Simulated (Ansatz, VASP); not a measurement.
Two plane-wave programs on Cu

File INCAR:

```
ALGO = Normal ; EDIFF = 1E-6
ENCUT = 520 ; GGA = PE
ISIF = 2 ; ISMEAR = 0
LASPH = True ; LCHARG = False
LREAL = False ; LWAVE = False
NBANDS = 12 ; NELM = 100
PREC = Accurate ; SIGMA = 0.02
```

File KPOINTS:

```
k-points
0
Gamma
  4 12 2
```

Contents of POSCAR:

```
Cu
1.0
   11.2621380901      0.0834215310      0.1313223824
    0.0161375092      2.2483512008      0.0026187082
   -4.2264550187     -0.0076946843     21.7392809038
Cu
1
Direct
    0.5000000000      0.5000000000      0.5000000000
```

Input for Ansatz:

```yaml
crystal:
  lattice:
    - [11.2621380901, 0.083421531, 0.1313223824]
    - [0.0161375092, 2.2483512008, 0.0026187082]
    - [-4.2264550187, -0.0076946843, 21.7392809038]
  atoms:
    - { symbol: Cu, position: [0.5, 0.5, 0.5] }
basis:
  ecutwfc: 420
kpoints:
  mp_grid: { grid: [4, 12, 2] }
hamiltonian:
  xc: pbe
scf:
  occupations: { method: gaussian, width: 0.02 }
output:
  forces: true
  stress: true
  eigenvalues: true
```

Alike in both runs: task single point; functional PBE; k mesh 4 × 12 × 2; occupations gaussian, width 0.02 eV; no spin polarisation.

|  | VASP | Ansatz |
| --- | --- | --- |
| version | VASP 6.6.1 | Ansatz 0.2.0 |
| potentials or method | VASP PAW PBE potentials, release 64 (Cu), cutoff 520 eV | scalar-relativistic, plane waves, PAW |
| valence electrons in the cell | 11 | 19 |

Ansatz gave:

* gap on the k mesh at the Fermi level (eV): none
* pressure (GPa): 0.1
* traceless stress, the component that is largest in VASP (GPa): 0.13

Q: Estimate VASP's values.

A: gap on the k mesh at the Fermi level (eV): none; pressure (GPa): 0.1; traceless stress, the component that is largest in VASP (GPa): 0.15.

A gap of «none» marks a metal or a gap that the smearing closes. VASP's potentials hold 11 valence electrons a cell and Ansatz's 19, so a difference there can come from the potentials and not from the codes.
